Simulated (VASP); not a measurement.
# CuI (F-43m) in VASP: notebook

Runs on CuI. Level: PBE. Tasks: single point.

Everything below comes from runs of VASP 6.6.1. Logs are shortened: lines on timing, memory, paths and dates and some standing lists are left out, and cuts for length are marked.

### Step 1. The cell of the first run

Symmetry: F-43m, No. 216, cubic system. The conventional cell has a = 5.955 Å, b = 5.955 Å, c = 5.955 Å, α = 90.00°, β = 90.00°, γ = 90.00°. Cu (site symmetry -43m) has 4 I at 2.58 Å within 3.4 Å. Within 3.4 Å of I (site symmetry -43m) lie 4 Cu at 2.58 Å.

### Step 2. Single point, PBE (26.39 Å³/atom)

The input, INCAR:

```
SYSTEM = CuI
  PREC = Accurate
  ENCUT = 600
  EDIFF = 1E-6
  ISMEAR = 0
  SIGMA = 0.01
  LREAL = .FALSE.
  LASPH = .TRUE.
  NELM = 120
  ALGO = Normal
  ISIF = 2
  LWAVE = .FALSE.
  LCHARG = .TRUE.
  GGA = PE
  LELF = .TRUE.
  LVHAR = .TRUE.
  NBANDS = 16
  GGA_COMPAT = .FALSE.
```

The input, KPOINTS:

```
regular mesh
0
G
  6 6 6
  0 0 0
```

The input, POSCAR:

```
CuI
1.0
    0.0000000000      2.9774024801      2.9774024801
    2.9774024801      0.0000000000      2.9774024801
    2.9774024801      2.9774024801      0.0000000000
Cu I
1 1
Direct
    0.2500000000      0.2500000000      0.2500000000
    0.0000000000      0.0000000000      0.0000000000
```

Potentials or basis: VASP PAW PBE potentials, release 64 (Cu, I).

On the command line:

```
> cat potpaw_PBE.64/Cu/POTCAR potpaw_PBE.64/I/POTCAR > POTCAR
> mpirun -np 1 vasp_std > vasp.out
```

OUTCAR:

```text
SYSTEM = CuI
   PREC = Accurate
   ENCUT = 600
   EDIFF = 1E-6
   ISMEAR = 0
   LREAL = .FALSE.
   LASPH = .TRUE.
   NELM = 120
   ISIF = 2
   GGA = PE

 ion  position               nearest neighbor table
   1  0.250  0.250  0.250-   2 2.58   2 2.58   2 2.58   2 2.58
   2  0.000  0.000  0.000-   1 2.58   1 2.58   1 2.58   1 2.58

  LATTYP: Found a face centered cubic cell.
 ALAT       =     5.9548049602

  Lattice vectors:

 A1 = (   0.0000000000,   2.9774024801,   2.9774024801)
 A2 = (   2.9774024801,   0.0000000000,   2.9774024801)
 A3 = (   2.9774024801,   2.9774024801,   0.0000000000)

Analysis of symmetry for initial positions (statically):
=====================================================================
 Subroutine PRICEL returns:
 Original cell was already a primitive cell.

 Routine SETGRP: Setting up the symmetry group for a
 face centered cubic supercell.

 Subroutine GETGRP returns: Found 24 space group operations
 (whereof 24 operations were pure point group operations)
 out of a pool of 48 trial point group operations.

The static configuration has the point symmetry T_d .

Analysis of symmetry for dynamics (positions and initial velocities):
=====================================================================
 Subroutine PRICEL returns:
 Original cell was already a primitive cell.

 Routine SETGRP: Setting up the symmetry group for a
 face centered cubic supercell.

 Subroutine GETGRP returns: Found 24 space group operations
 (whereof 24 operations were pure point group operations)
 out of a pool of 48 trial point group operations.

The dynamic configuration has the point symmetry T_d .

 Subroutine INISYM returns: Found 24 space group operations
 (whereof 24 operations are pure point group operations),
 and found     1 'primitive' translations

----------------------------------------------------------------------------------------

                                     Primitive cell

  volume of cell :      52.7889

  direct lattice vectors                    reciprocal lattice vectors
     0.000000000  2.977402480  2.977402480    -0.167931613  0.167931613  0.167931613
     2.977402480  0.000000000  2.977402480     0.167931613 -0.167931613  0.167931613
     2.977402480  2.977402480  0.000000000     0.167931613  0.167931613 -0.167931613

  length of vectors
     4.210682968  4.210682968  4.210682968     0.290866085  0.290866085  0.290866085

  position of ions in fractional coordinates (direct lattice)
     0.250000000  0.250000000  0.250000000
     0.000000000  0.000000000  0.000000000

  ion indices of the primitive-cell ions
   primitive index   ion index
                 1           1
                 2           2

----------------------------------------------------------------------------------------

 KPOINTS: regular mesh

Automatic generation of k-mesh.
 Grid dimensions read from file:
 generate k-points for:    6    6    6

 Generating k-lattice:

  Cartesian coordinates                     Fractional coordinates (reciprocal lattice)
    -0.027988602  0.027988602  0.027988602     0.166666667  0.000000000  0.000000000
     0.027988602 -0.027988602  0.027988602     0.000000000  0.166666667  0.000000000
     0.027988602  0.027988602 -0.027988602     0.000000000  0.000000000  0.166666667

  Length of vectors
     0.048477681  0.048477681  0.048477681

  Shift w.r.t. Gamma in fractional coordinates (k-lattice)
     0.000000000  0.000000000  0.000000000

 Subroutine IBZKPT returns following result:
 ===========================================

 Found     16 irreducible k-points:

 Following reciprocal coordinates:
            Coordinates               Weight
  0.000000  0.000000  0.000000      1.000000
  0.166667  0.000000  0.000000      8.000000
  0.333333  0.000000  0.000000      8.000000
  0.500000  0.000000  0.000000      4.000000
  0.166667  0.166667  0.000000      6.000000
  0.333333  0.166667  0.000000     24.000000
[... 8 lines left out ...]
 -0.333333  0.333333  0.166667     24.000000
 -0.333333  0.500000  0.166667     12.000000
   k-points           NKPTS =     16   k-points in BZ     NKDIM =     16   number of bands    NBANDS=     16
   number of dos      NEDOS =    301   number of ions     NIONS =      2
   total plane-waves  NPLWV =  46656
   dimension x,y,z NGX =    36 NGY =   36 NGZ =   36
   dimension x,y,z NGXF=    72 NGYF=   72 NGZF=   72
   ions per type =               1   1
   NGX,Y,Z   is equivalent  to a cutoff of  14.21, 14.21, 14.21 a.u.
   NGXF,Y,Z  is equivalent  to a cutoff of  28.43, 28.43, 28.43 a.u.
 SYSTEM =  CuI
   PREC   = accura    normal or accurate (medium, high low for compatibility)
   ISTART =      0    job   : 0-new  1-cont  2-samecut
   ICHARG =      2    charge: 1-file 2-atom 10-const
   ISPIN  =      1    spin polarized calculation?
   LNONCOLLINEAR =      F non collinear calculations
   LSORBIT =      F    spin-orbit coupling
   LASPH  =      T    aspherical Exc in radial PAW
   ENCUT  =  600.0 eV  44.10 Ry    6.64 a.u.   8.41  8.41  8.41*2*pi/ulx,y,z
   NELM   =    120;   NELMIN=  2; NELMDL= -5     # of ELM steps
   EDIFF  = 0.1E-05   stopping-criterion for ELM
   LREAL  =      F    real-space projection
   EDIFFG = 0.1E-04   stopping-criterion for IOM
   NSW    =      0    number of steps for IOM
   IBRION =     -1    ionic relax: 0-MD 1-quasi-New 2-CG
   NFREE  =      0    steps in history (QN), initial steepest desc. (CG)
   ISIF   =      2    stress and relaxation
   ISYM   =      2    0-nonsym 1-usesym 2-fastsym
   POTIM  = 0.5000    time-step for ionic-motion
   TEBEG  =    0.0;   TEEND  =   0.0 temperature during run
   PSTRESS=    0.0 pullay stress
   NELECT =      18.0000    total number of electrons
   NUPDOWN=      -1.0000    fix difference up-down
   EMIN   =  10.00;   EMAX   =-10.00  energy-range for DOS
   EFERMI =   0.00;   METHOD = LEGACY
   ISMEAR =     0;   SIGMA  =   0.01  broadening in eV -4-tet -1-fermi 0-gaus
   EFERMI_NEDOS =   21; number of points for ismear=-14 and -15
   IALGO  =     38    algorithm
   IMIX   =      4    mixing-type and parameters
     AMIX     =   0.40;   BMIX     =  1.00
     AMIX_MAG =   1.60;   BMIX_MAG =  1.00
  volume/ion in A,a.u.               =      26.39       178.12
  Fermi-wavevector in a.u.,A,eV,Ry     =   1.143716  2.161309 17.797588  1.308086
  Thomas-Fermi vector in A             =   2.280410
   LORBIT       =      0    0 simple, 1 ext, 2 COOP (PROOUT), +10 PAW based schemes
   GGA     = PE    functional components
   LHFCALC =     F    Hartree Fock is set to
   AEXX    =    0.0000 exact exchange contribution
   IVDW    =     0    specifies the selected vdW correction
   LEPSILON=     F    determine dielectric tensor
   LRPA    =     F    only Hartree local field effects (RPA)
 non-spin polarized calculation
 Gauss-broadening in eV      SIGMA  =   0.01
  energy-cutoff  :      600.00
  volume of cell :       52.79
 maximum number of plane-waves:      1807
 NGX is ok and might be reduce to    36
   NGX = 17   NGY = 17   NGZ = 17

 number of electron      17.9999991 magnetization

 Free energy of the ion-electron system (eV)
  ---------------------------------------------------
  ext. energy  EPLUGINS =         0.00000000
  ---------------------------------------------------
  free energy    TOTEN  =        -5.53048932 eV

  energy without entropy =       -5.53048932  energy(sigma->0) =       -5.53048932

 E-fermi :   5.0830     XC(G=0):  -9.1888

 val. band max:        5.0323491974   @ k =   0.0000   0.0000   0.0000
 cond. band min:       6.3252456593   @ k =   0.0000   0.0000   0.0000
 fundamental gap:      1.2928964619
 Fermi energy:         5.0829527538

 k-point     1 :       0.0000    0.0000    0.0000
  band No.  band energies     occupation
      1      -9.2717      2.00000
      2       1.1412      2.00000
      3       1.1412      2.00000
      4       1.1412      2.00000
      5       2.9480      2.00000
      6       2.9480      2.00000
[... 8 lines left out ...]
     15      14.7069      0.00000
     16      14.7069      0.00000

 k-point     2 :       0.1667    0.0000    0.0000
  band No.  band energies     occupation
      1      -9.1296      2.00000
      2       0.6324      2.00000
      3       1.1544      2.00000
      4       1.1544      2.00000
      5       2.9378      2.00000
      6       2.9378      2.00000
[... 8 lines left out ...]
     15      13.8071      0.00000
     16      14.2279      0.00000

 k-point     3 :       0.3333    0.0000    0.0000
  band No.  band energies     occupation
      1      -8.8145      2.00000
      2      -0.3856      2.00000
      3       1.1728      2.00000
      4       1.1728      2.00000
      5       2.9492      2.00000
      6       2.9492      2.00000
[... 8 lines left out ...]
     15      14.3263      0.00000
     16      14.3263      0.00000

 k-point     4 :       0.5000    0.0000    0.0000
  band No.  band energies     occupation
      1      -8.6373      2.00000
      2      -0.8887      2.00000
      3       1.1774      2.00000
      4       1.1774      2.00000
      5       2.9781      2.00000
      6       2.9781      2.00000
[... 8 lines left out ...]
     15      16.0580      0.00000
     16      16.0580      0.00000
[... 172 lines left out ...]
 k-point    14 :       0.5000    0.3333    0.1667
  band No.  band energies     occupation
      1      -8.5958      2.00000
      2      -0.3993      2.00000
      3       0.6522      2.00000
      4       1.1157      2.00000
      5       2.8791      2.00000
      6       2.9662      2.00000
[... 8 lines left out ...]
     15      16.1739      0.00000
     16      17.3301      0.00000

 k-point    15 :      -0.3333    0.3333    0.1667
  band No.  band energies     occupation
      1      -8.4741      2.00000
      2      -0.4516      2.00000
      3       0.3352      2.00000
      4       1.0779      2.00000
      5       2.8446      2.00000
      6       2.9482      2.00000
[... 8 lines left out ...]
     15      16.3673      0.00000
     16      17.0494      0.00000

 k-point    16 :      -0.3333    0.5000    0.1667
  band No.  band energies     occupation
      1      -8.4173      2.00000
      2      -0.5565      2.00000
      3       0.4894      2.00000
      4       0.9878      2.00000
      5       2.8895      2.00000
      6       2.8994      2.00000
[... 8 lines left out ...]
     15      16.7736      0.00000
     16      17.3193      0.00000

------------------------ aborting loop because EDIFF is reached ----------------------------------------

  FORCE on cell =-STRESS in cart. coord.  units (eV):
  Direction    XX          YY          ZZ          XY          YZ          ZX
  --------------------------------------------------------------------------------------
  -------------------------------------------------------------------------------------
  Total        0.9433681      0.9433681      0.9433681     -0.0000000     -0.0000000      0.0000000
  in kB       28.6318314     28.6318314     28.6318314     -0.0000000     -0.0000000      0.0000000
  external PRESSURE =      28.6318314 kB  Pullay stress =       0.0000000 kB

 VOLUME and BASIS-vectors are now :
 -----------------------------------------------------------------------------
  energy-cutoff  :      600.00
  volume of cell :       52.79
      direct lattice vectors                 reciprocal lattice vectors
     0.000000000  2.977402480  2.977402480    -0.167931613  0.167931613  0.167931613
     2.977402480  0.000000000  2.977402480     0.167931613 -0.167931613  0.167931613
     2.977402480  2.977402480  0.000000000     0.167931613  0.167931613 -0.167931613

 POSITION                                       TOTAL-FORCE (eV/Angst)
 -----------------------------------------------------------------------------------
      1.48870      1.48870      1.48870        -0.000000     -0.000000     -0.000000
      0.00000      0.00000      0.00000         0.000000      0.000000      0.000000
 -----------------------------------------------------------------------------------
    total drift:                                0.000000      0.000000     -0.000000

  FREE ENERGIE OF THE ION-ELECTRON SYSTEM (eV)
  ---------------------------------------------------
  free  energy   TOTEN  =        -5.5304893227 eV

  energy  without entropy=       -5.5304893227  energy(sigma->0) =       -5.53048932
```

It took 18 s on 1 thread of Intel Xeon Platinum 8375C at 2.90GHz (Ice Lake), shared host; peak memory 0.21 GiB.

Results:

| Quantity | Value |
| --- | --- |
| Free energy | -5.5305 eV |
| Pressure | 2.9 GPa |
| Band gap on the k mesh | 1.29 eV |

Caveat: spin-orbit coupling is left out, which moves the levels of the heavy elements.

### Step 3. Single point, PBE

This run uses another cell than the first one, of 28.08 Å³/atom.

The input, INCAR:

```
PREC = Accurate
ENCUT = 600
EDIFF = 1E-6
ISMEAR = 0
SIGMA = 0.01
LREAL = False
LASPH = True
NELM = 120
ALGO = Normal
ISIF = 2
LWAVE = False
LCHARG = True
GGA = PE
LELF = True
LVHAR = True
NBANDS = 16
GGA_COMPAT = False
```

The input, KPOINTS:

```
Automatic mesh
0
Gamma
  6 6 6
```

The input, POSCAR:

```
CuI
1.0
    0.0000000000      3.0394494712      3.0394494712
    3.0394494712      0.0000000000      3.0394494712
    3.0394494712      3.0394494712      0.0000000000
Cu I
1 1
Direct
    0.2500000000      0.2500000000      0.2500000000
    0.0000000000      0.0000000000      0.0000000000
```

Potentials or basis: VASP PAW PBE potentials, release 64 (Cu, I).

On the command line:

```
> cat potpaw_PBE.64/Cu/POTCAR potpaw_PBE.64/I/POTCAR > POTCAR
> mpirun -np 1 vasp_std > vasp.out
```

It took 18 s on 1 thread of Intel Xeon Platinum 8375C at 2.90GHz (Ice Lake), shared host; peak memory 0.21 GiB.

Results (log left out):

- Free energy: -5.5604 eV
- Pressure: 0.1 GPa
- Band gap on the k mesh: 1.12 eV

Levels at points of the mesh, in eV from the valence-band top:
```csv
k point,band 6,band 7,band 8,band 9,band 10,band 11,band 12,band 13
"(0.00, 0.00, 0.00)",-1.82,0.00,0.00,0.00,1.12,4.88,4.88,4.88
"(0.50, 0.00, 0.00)",-1.79,-1.75,-0.70,-0.70,2.15,5.41,5.41,7.39
"(0.50, 0.50, 0.00)",-1.76,-1.73,-1.47,-1.47,2.73,2.91,9.14,9.72
```

Caveat: spin-orbit coupling is left out, which moves the levels of the heavy elements. PBE gaps usually lie below the measured ones, often by a third to a half.

(Part 1 of 2 ends here.)
